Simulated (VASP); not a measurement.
# SnO (P4/nmm) in VASP: notebook

Aim: see how the results for SnO move with the level of theory and the settings. Levels: r2SCAN, HSE06. Tasks: single point.

Program: VASP 6.6.1. These are calculated values, not measurements. Logs are shortened: lines on timing, memory, paths and dates and some standing lists are left out, and cuts for length are marked.

## 1. The cell of the first run

The structure is tetragonal, space group P4/nmm (No. 129). Conventional cell: a = 3.868 Å, b = 3.868 Å, c = 4.854 Å, α = 90.00°, β = 90.00°, γ = 90.00°. Sn (site symmetry 4mm) has 4 O at 2.24 Å within 3.0 Å. O (site symmetry -4m2) has 4 Sn at 2.24 Å and 4 O at 2.74 Å within 3.0 Å.

## 2. Single point, r2SCAN, non-collinear spin, zero start, spin-orbit coupling (strain +2.0%)

The input, POSCAR:

```
SnO
1.0
    3.8684398229      0.0000000000      0.0000000000
    0.0000000000      3.8684398229      0.0000000000
    0.0000000000      0.0000000000      4.8535549724
Sn O
2 2
Direct
    0.0000000000      0.5000000000      0.2320784265
    0.5000000000      0.0000000000      0.7679215735
    0.5000000000      0.5000000000      0.0000000000
    0.0000000000      0.0000000000      0.0000000000
```

The input, INCAR.step1:

```
SYSTEM = SnO
PREC = Accurate
ENCUT = 660
ISMEAR = -1
SIGMA = 0.02
LREAL = .FALSE.
LASPH = .TRUE.
NELM = 200
MAGMOM = 0 0 0 0 0 0 0 0 0 0 0 0
LSORBIT = .TRUE.
GGA_COMPAT = .FALSE.
NBANDS = 54
GGA = PE
ALGO = Normal
EDIFF = 1E-5
LWAVE = .TRUE.
LCHARG = .FALSE.
KPAR = 4
```

The input, INCAR.step2:

```
SYSTEM = SnO
PREC = Accurate
ENCUT = 660
EDIFF = 1E-6
ISMEAR = -1
SIGMA = 0.02
LREAL = .FALSE.
LASPH = .TRUE.
NELM = 200
ALGO = Normal
ISIF = 2
LWAVE = .FALSE.
LCHARG = .FALSE.
MAGMOM = 0 0 0 0 0 0 0 0 0 0 0 0
LORBIT = 11
LSORBIT = .TRUE.
GGA_COMPAT = .FALSE.
LORBMOM = .TRUE.
METAGGA = R2SCAN
LMIXTAU = .TRUE.
NBANDS = 54
ISTART = 1
KPAR = 4
```

The input, KPOINTS:

```
regular mesh
0
G
  6 6 6
  0 0 0
```

Potentials or basis: VASP PAW PBE potentials, release 64 (Sn_d, O).

Run with:

```sh
$ cat potpaw_PBE.64/Sn_d/POTCAR potpaw_PBE.64/O/POTCAR > POTCAR
$ cp INCAR.step1 INCAR
$ mpirun -np 4 vasp_ncl > vasp.out
$ cp INCAR.step2 INCAR
$ mpirun -np 4 vasp_ncl > vasp.out
```

OUTCAR:

```text
SYSTEM = SnO
   PREC = Accurate
   ENCUT = 660
   EDIFF = 1E-6
   ISMEAR = -1
   LREAL = .FALSE.
   LASPH = .TRUE.
   NELM = 200
   ISIF = 2
   LORBIT = 11
   LSORBIT = .TRUE.
   METAGGA = R2SCAN
   ISTART = 1

 ion  position               nearest neighbor table
   1  0.000  0.500  0.232-   3 2.24   4 2.24   4 2.24   3 2.24   2 3.54   2 3.54   2 3.54   2 3.54

   2  0.500  0.000  0.768-   3 2.24   4 2.24   3 2.24   4 2.24   1 3.54   1 3.54   1 3.54   1 3.54

   3  0.500  0.500  0.000-   1 2.24   2 2.24   2 2.24   1 2.24
   4  0.000  0.000  0.000-   1 2.24   2 2.24   1 2.24   2 2.24

  LATTYP: Found a simple tetragonal cell.
 ALAT       =     3.8684398229
 C/A-ratio  =     1.2546543812

  Lattice vectors:

 A1 = (   3.8684398229,   0.0000000000,   0.0000000000)
 A2 = (   0.0000000000,   3.8684398229,   0.0000000000)
 A3 = (   0.0000000000,   0.0000000000,   4.8535549724)

Analysis of symmetry for initial positions (statically):
=====================================================================
 Subroutine PRICEL returns:
 Original cell was already a primitive cell.

 Routine SETGRP: Setting up the symmetry group for a
 simple tetragonal supercell.

 Subroutine GETGRP returns: Found 16 space group operations
 (whereof  8 operations were pure point group operations)
 out of a pool of 16 trial point group operations.

The static configuration has the point symmetry D_2d.
 The point group associated with its full space group is D_4h.

Analysis of symmetry for dynamics (positions and initial velocities):
=====================================================================
 Subroutine PRICEL returns:
 Original cell was already a primitive cell.

 Routine SETGRP: Setting up the symmetry group for a
 simple tetragonal supercell.

 Subroutine GETGRP returns: Found 16 space group operations
 (whereof  8 operations were pure point group operations)
 out of a pool of 16 trial point group operations.

The dynamic configuration has the point symmetry D_2d.
 The point group associated with its full space group is D_4h.

Analysis of structural, dynamic, and magnetic symmetry:
=====================================================================
 Subroutine PRICEL returns:
 Original cell was already a primitive cell.

 Routine SETGRP: Setting up the symmetry group for a
 simple tetragonal supercell.

 Subroutine GETGRP returns: Found 16 space group operations
 (whereof  8 operations were pure point group operations)
 out of a pool of 16 trial point group operations.

The overall configuration has the point symmetry D_2d.
 The point group associated with its full space group is D_4h.

 Subroutine INISYM returns: Found 16 space group operations
 (whereof  8 operations are pure point group operations),
 and found     1 'primitive' translations

----------------------------------------------------------------------------------------

                                     Primitive cell

  volume of cell :      72.6326

  direct lattice vectors                    reciprocal lattice vectors
     3.868439823  0.000000000  0.000000000     0.258502147  0.000000000  0.000000000
     0.000000000  3.868439823  0.000000000     0.000000000  0.258502147  0.000000000
     0.000000000  0.000000000  4.853554972     0.000000000  0.000000000  0.206034547

  length of vectors
     3.868439823  3.868439823  4.853554972     0.258502147  0.258502147  0.206034547

  position of ions in fractional coordinates (direct lattice)
     0.000000000  0.500000000  0.232078427
     0.500000000  0.000000000  0.767921573
     0.500000000  0.500000000  0.000000000
     0.000000000  0.000000000  0.000000000

  ion indices of the primitive-cell ions
   primitive index   ion index
                 1           1
                 2           2
                 3           3
                 4           4

----------------------------------------------------------------------------------------

 KPOINTS: regular mesh

Automatic generation of k-mesh.
 Grid dimensions read from file:
 generate k-points for:    6    6    6

 Generating k-lattice:

[... 105 lines left out ...]
  free energy    TOTEN  =       -66.97426339 eV

  energy without entropy =      -66.97426339  energy(sigma->0) =      -66.97426339

 E-fermi :   6.8112     XC(G=0): -10.7200

 val. band max:        6.5274893386   @ k =   0.0000   0.0000   0.0000
 cond. band min:       7.1065342186   @ k =   0.5000   0.5000   0.0000
 fundamental gap:      0.5790448800
 Fermi energy:         6.8111905665

 k-point     1 :       0.0000    0.0000    0.0000
  band No.  band energies     occupation
      1     -16.4604      1.00000
      2     -16.4604      1.00000
      3     -16.2318      1.00000
      4     -16.2318      1.00000
      5     -16.2103      1.00000
      6     -16.2103      1.00000
[... 1309 lines left out ...]
     51      13.2713      0.00000
     52      13.2713      0.00000

 [... further k-points ...]

 [bands above 52 left out]

------------------------ aborting loop because EDIFF is reached ----------------------------------------

  FORCE on cell =-STRESS in cart. coord.  units (eV):
  Direction    XX          YY          ZZ          XY          YZ          ZX
  --------------------------------------------------------------------------------------
  -------------------------------------------------------------------------------------
  Total       -1.0485217     -1.0485217      0.1985373      0.0000000     -0.0000000      0.0000000
  in kB      -23.1289735    -23.1289735      4.3794642      0.0000000     -0.0000000      0.0000000
  external PRESSURE =     -13.9594943 kB  Pullay stress =       0.0000000 kB

 VOLUME and BASIS-vectors are now :
 -----------------------------------------------------------------------------
  energy-cutoff  :      660.00
  volume of cell :       72.63
      direct lattice vectors                 reciprocal lattice vectors
     3.868439823  0.000000000  0.000000000     0.258502147  0.000000000  0.000000000
     0.000000000  3.868439823  0.000000000     0.000000000  0.258502147  0.000000000
     0.000000000  0.000000000  4.853554972     0.000000000  0.000000000  0.206034547

 POSITION                                       TOTAL-FORCE (eV/Angst)
 -----------------------------------------------------------------------------------
      0.00000      1.93422      1.12641         0.000000      0.000000      0.119374
      1.93422      0.00000      3.72715        -0.000000     -0.000000     -0.119374
      1.93422      1.93422      0.00000        -0.000000      0.000000      0.000000
      0.00000      0.00000      0.00000         0.000000     -0.000000      0.000000
 -----------------------------------------------------------------------------------
    total drift:                                0.000000     -0.000000      0.000000

  FREE ENERGIE OF THE ION-ELECTRON SYSTEM (eV)
  ---------------------------------------------------
  free  energy   TOTEN  =       -66.9742633897 eV

  energy  without entropy=      -66.9742633852  energy(sigma->0) =      -66.97426339

 orbital moment (x)

 # of ion     p       d       tot
 ----------------------------------------
  1         0.000  -0.000  -0.000
  2         0.000   0.000   0.000
  3         0.000   0.000   0.000
  4         0.000   0.000   0.000
 ----------------------------------------
            0.000  -0.000  -0.000

 orbital moment (y)

 # of ion     p       d       tot
 ----------------------------------------
  1         0.000   0.000   0.000
  2        -0.000   0.000  -0.000
  3         0.000   0.000   0.000
  4         0.000   0.000   0.000
 ----------------------------------------
            0.000   0.000   0.000

 orbital moment (z)

 # of ion     p       d       tot
 ----------------------------------------
  1         0.000  -0.000  -0.000
  2         0.000   0.000   0.000
  3         0.000   0.000   0.000
  4         0.000   0.000   0.000
 ----------------------------------------
            0.000   0.000   0.000

 Spin-Orbit-Coupling matrix elements

 Ion:    1  E_soc:     -0.0717646
 l=   1
     0.0000000    -0.0067855    -0.0048282
    -0.0067855     0.0000000    -0.0067855
    -0.0048282    -0.0067855     0.0000000
 l=   2
     0.0000000    -0.0011742     0.0000000    -0.0011742    -0.0045957
    -0.0011742     0.0000000    -0.0035542    -0.0011444    -0.0011431
     0.0000000    -0.0035542     0.0000000    -0.0035542     0.0000000
    -0.0011742    -0.0011444    -0.0035542     0.0000000    -0.0011431
    -0.0045957    -0.0011431     0.0000000    -0.0011431     0.0000000
 l=   3
     0.0000000     0.0000000     0.0000000     0.0000000     0.0000000     0.0000000     0.0000000
     0.0000000     0.0000000     0.0000000     0.0000000     0.0000000     0.0000000     0.0000000
     0.0000000     0.0000000     0.0000000     0.0000000     0.0000000     0.0000000     0.0000000
     0.0000000     0.0000000     0.0000000     0.0000000     0.0000000     0.0000000     0.0000000
[... 49 lines left out ...]
 l=   2
     0.0000000     0.0000000     0.0000000     0.0000000     0.0000000
     0.0000000     0.0000000     0.0000000     0.0000000     0.0000000
     0.0000000     0.0000000     0.0000000     0.0000000     0.0000000
     0.0000000     0.0000000     0.0000000     0.0000000     0.0000000
     0.0000000     0.0000000     0.0000000     0.0000000     0.0000000
 l=   3
     0.0000000     0.0000000     0.0000000     0.0000000     0.0000000     0.0000000     0.0000000
     0.0000000     0.0000000     0.0000000     0.0000000     0.0000000     0.0000000     0.0000000
     0.0000000     0.0000000     0.0000000     0.0000000     0.0000000     0.0000000     0.0000000
     0.0000000     0.0000000     0.0000000     0.0000000     0.0000000     0.0000000     0.0000000
     0.0000000     0.0000000     0.0000000     0.0000000     0.0000000     0.0000000     0.0000000
     0.0000000     0.0000000     0.0000000     0.0000000     0.0000000     0.0000000     0.0000000
     0.0000000     0.0000000     0.0000000     0.0000000     0.0000000     0.0000000     0.0000000

 total charge

# of ion       s       p       d       tot
------------------------------------------
    1        1.229   0.790  10.069  12.089
    2        1.229   0.790  10.069  12.089
    3        1.574   3.462   0.000   5.036
    4        1.574   3.462   0.000   5.036
--------------------------------------------------
tot          5.606   8.504  20.138  34.249

 magnetization (x)

# of ion       s       p       d       tot
------------------------------------------
    1       -0.000   0.000   0.000  -0.000
    2       -0.000   0.000   0.000  -0.000
    3        0.000   0.000   0.000   0.000
    4        0.000   0.000   0.000   0.000
--------------------------------------------------
tot         -0.000   0.000   0.000  -0.000

 magnetization (y)

# of ion       s       p       d       tot
------------------------------------------
    1        0.000   0.000  -0.000   0.000
    2        0.000   0.000  -0.000   0.000
    3       -0.000   0.000   0.000  -0.000
    4       -0.000   0.000   0.000  -0.000
--------------------------------------------------
tot          0.000   0.000  -0.000   0.000

 magnetization (z)

# of ion       s       p       d       tot
------------------------------------------
    1        0.000   0.000   0.000   0.000
    2        0.000   0.000   0.000   0.000
    3        0.000   0.000   0.000   0.000
    4        0.000   0.000   0.000   0.000
--------------------------------------------------
tot          0.000   0.000   0.000   0.000
```

Wall time 3.8 min (4 MPI ranks of Intel Xeon 6975P-C (Granite Rapids), shared host); peak memory 0.64 GiB.

What came out:

| Item | Value |
| --- | --- |
| Free energy | -66.9743 eV |
| Pressure | -1.4 GPa |
| Largest force | 0.119 eV/Å |
| Net moment | 0.00 μB per cell |
| Valence electrons inside the program's atomic spheres | Sn 12.09; O 5.04 |

Forces on the atoms (eV/Å):
```
Sn   0.000  0.000  0.119
Sn   0.000  0.000 -0.119
O    0.000  0.000  0.000
O    0.000  0.000  0.000
```

Moments on the atoms (μB; x, y, z):
```
Sn  0.00 0.00 0.00
Sn  0.00 0.00 0.00
O   0.00 0.00 0.00
O   0.00 0.00 0.00
```

Caveat: the cell differs from its parent crystal (strain +2.0%); the PAW data sets were made with another functional, which shifts forces and pressure a little.

## 3. Single point, HSE06

This run uses another cell than the first one, of 17.11 Å³/atom.

The input, POSCAR:

```
SnO
1.0
    3.7925880617      0.0000000000      0.0000000000
    0.0000000000      3.7925880617      0.0000000000
    0.0000000000      0.0000000000      4.7583872278
Sn O
2 2
Direct
    0.0000000000      0.5000000000      0.2410331232
    0.5000000000      0.0000000000      0.7589668768
    0.5000000000      0.5000000000      0.0000000000
    0.0000000000      0.0000000000      0.0000000000
```

The input, INCAR.step1:

```
PREC = Accurate
ENCUT = 520
EDIFF = 1E-5
ISMEAR = -1
SIGMA = 0.02
LREAL = F
LASPH = T
NELM = 120
ALGO = Normal
ISIF = 2
LWAVE = T
LCHARG = F
NBANDS = 28
GGA = PE
GGA_COMPAT = F
KPAR = 4
```

The input, INCAR.step2:

```
PREC = Accurate
ENCUT = 520
EDIFF = 1E-6
ISMEAR = -1
SIGMA = 0.02
LREAL = F
LASPH = T
NELM = 120
ALGO = Normal
ISIF = 2
LWAVE = F
LCHARG = F
GGA = PE
LHFCALC = T
HFSCREEN = 0.2079
PRECFOCK = Normal
NBANDS = 28
ISTART = 1
GGA_COMPAT = F
KPAR = 4
```

The input, KPOINTS:

```
Automatic mesh
0
Gamma
  4 4 4
```

Potentials or basis: VASP PAW PBE potentials, release 64 (Sn_d, O).

Run with:

```sh
$ cat potpaw_PBE.64/Sn_d/POTCAR potpaw_PBE.64/O/POTCAR > POTCAR
$ cp INCAR.step1 INCAR
$ mpirun -np 4 vasp_std > vasp.out
$ cp INCAR.step2 INCAR
$ mpirun -np 4 vasp_std > vasp.out
```

Wall time 29 min (4 MPI ranks of AMD EPYC 7R43 (Zen 3), shared host); peak memory 0.27 GiB.

It converged, with:

```
Free energy            : -27.9906 eV
Pressure               : 1.2 GPa
Largest force          : 0.055 eV/Å
Band gap on the k mesh : 0.25 eV (least direct gap 2.55 eV)
```

Forces in eV/Å, atoms in the order of the input:
```
Sn   0.000  0.000 -0.055
Sn   0.000  0.000  0.055
O    0.000  0.000  0.000
O    0.000  0.000  0.000
```

Stress tensor (GPa, compression positive):
```
1.05 0.00 0.00
0.00 1.05 0.00
0.00 0.00 1.39
```

Levels at points of the mesh, in eV from the valence-band top:
```csv
k point,band 16,band 17,band 18,band 19,band 20,band 21,band 22,band 23,band 24,band 25
"(0.00, 0.00, 0.00)",-7.60,-4.56,-4.23,-4.23,0.00,2.80,5.16,5.24,5.24,6.66
"(0.50, 0.00, 0.00)",-6.17,-6.06,-6.06,-3.38,-3.38,3.92,3.92,6.72,6.72,7.01
"(0.50, 0.50, 0.00)",-6.32,-3.51,-3.51,-2.30,-2.30,0.25,0.25,5.06,5.06,8.48
"(0.00, 0.00, 0.50)",-4.64,-4.25,-4.25,-3.10,-2.95,2.28,3.37,3.37,4.11,8.80
"(0.50, 0.00, 0.50)",-6.66,-6.02,-6.02,-2.30,-2.30,3.22,3.22,6.10,6.10,7.71
"(0.50, 0.50, 0.50)",-6.80,-3.51,-3.51,-3.23,-3.23,2.69,2.69,4.92,4.92,6.52
```

Caveat: the PAW data sets were made with another functional, which shifts forces and pressure a little; spin-orbit coupling is left out, which moves the levels of the heavy elements.
